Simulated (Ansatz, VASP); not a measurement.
# One calculation of TiSi2, two programs

The input INCAR:

```
SYSTEM = TiSi2
PREC = Accurate
ENCUT = 520
EDIFF = 1E-6
ISMEAR = -1
SIGMA = 0.05
LREAL = .False.
LASPH = .True.
NELM = 100
ALGO = Normal
ISIF = 2
LWAVE = .False.
LCHARG = .False.
NBANDS = 17
```

KPOINTS

```
Automatic mesh
0
Gamma
  12 12 12
  0 0 0
```

The input POSCAR:

```
TiSi2
1.0
   -1.4529658841      1.6889902715      4.1551559811
    1.4529658841     -1.6889902715      4.1551559811
    1.4529658841      1.6889902715     -4.1551559811
Ti Si
1 2
Direct
    0.0000000000      0.0000000000      0.0000000000
    0.6700780000      0.6700780000      0.0000000000
    0.3299220000      0.3299220000      0.0000000000
```

input.yaml

```yaml
crystal:
  lattice:
    - [-1.4529658841, 1.6889902715, 4.1551559811]
    - [1.4529658841, -1.6889902715, 4.1551559811]
    - [1.4529658841, 1.6889902715, -4.1551559811]
  atoms:
    - { symbol: Ti, position: [0.0, 0.0, 0.0] }
    - { symbol: Si, position: [0.670078, 0.670078, 0.0] }
    - { symbol: Si, position: [0.329922, 0.329922, 0.0] }
kpoints:
  mp_grid: { grid: [12, 12, 12] }
scf:
  occupations: { method: fermi_dirac, width: 0.05 }
hamiltonian:
  xc: lda
  pseudopotentials: { kind: all_electron, lapw: { basis_error: 0.002 } }
output:
  forces: true
  stress: true
  eigenvalues: true
```

Change from the starting cell: volume scaled by 0.96.

Alike in both runs: task single point; functional LDA; k mesh 12 × 12 × 12; occupations fermi-dirac, width 0.05 eV; no spin polarisation.

|  | VASP | Ansatz |
| --- | --- | --- |
| version | VASP 6.6.1 | Ansatz 0.2.0 |
| potentials or method | VASP PAW LDA potentials, release 64 (Ti_sv, Si), cutoff 520 eV | all-electron LAPW, scalar-relativistic |

VASP gave:

```
gap on the k mesh at the Fermi level (eV)                     : none
pressure (GPa)                                                : -0.8
traceless stress, the component that is largest in VASP (GPa) : -0.48
rms of the force components (eV/Å)                            : 0.038
```

Q: Which values does Ansatz return?

A: gap on the k mesh at the Fermi level (eV): none; pressure (GPa): -0.9; traceless stress, the component that is largest in VASP (GPa): -0.48; rms of the force components (eV/Å): 0.040.

LDA's correlation is that of Perdew and Zunger in VASP and of Perdew and Wang (1992) in Ansatz. Atom by atom the forces differ by 0.002 eV/Å (rms over components). A gap of «none» marks a metal or a gap that the smearing closes. Ansatz ran all-electron here, and VASP with PAW potentials.
